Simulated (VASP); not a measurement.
Crystal: SnSe.

```xyz
2
Lattice="0.0000 3.0100 3.0100 3.0100 0.0000 3.0100 3.0100 3.0100 0.0000" Properties=species:S:1:pos:R:3 pbc="T T T"
Sn    0.0000    0.0000    0.0000
Se    3.0100    3.0100    3.0100
```

| Quantity | Value |
| --- | --- |
| Program | VASP 6.6.1 |
| Task | relaxation of cell and atoms |
| Functional | PBE |
| Dispersion | D4 |
| Potentials or basis | VASP PAW PBE potentials, release 64 (Sn_d, Se) |
| Cutoff | 600 eV |
| k mesh | 8 × 8 × 8 |
| Occupations | fermi-dirac, width 0.05 eV |
| Spin | no spin polarisation |

At the start: pressure -1.2 GPa; volume 27.27 Å³/atom.

How do energy, volume and symmetry change on relaxing?

Over 6 steps the energy falls by 2.5 meV/atom and the volume is 26.62 Å³/atom (-2.4 %); space group Fm-3m (No. 225, to 0.05 Å).

The path:
| step | energy change (eV) | largest force (eV/Å) | pressure (GPa) | volume (Å³) |
| --- | --- | --- | --- | --- |
| 1 | 0.0000 | 0.0000 | -1.17 | 54.54 |
| 2 | -0.0048 | 0.0000 | 0.22 | 52.99 |
| 3 | -0.0050 | 0.0000 | 0.04 | 53.21 |
| 4 | -0.0050 | 0.0000 | -0.04 | 53.25 |
| 5 | -0.0050 | 0.0000 | -0.04 | 53.25 |
| 6 | -0.0050 | 0.0000 | -0.01 | 53.25 |

Final structure:
```
Sn Se
1.0
     0.00000    2.98600    2.98600
     2.98600    0.00000    2.98600
     2.98600    2.98600    0.00000
Sn Se
1 1
Direct
  0.00000 0.00000 0.00000
  0.50000 0.50000 0.50000
```
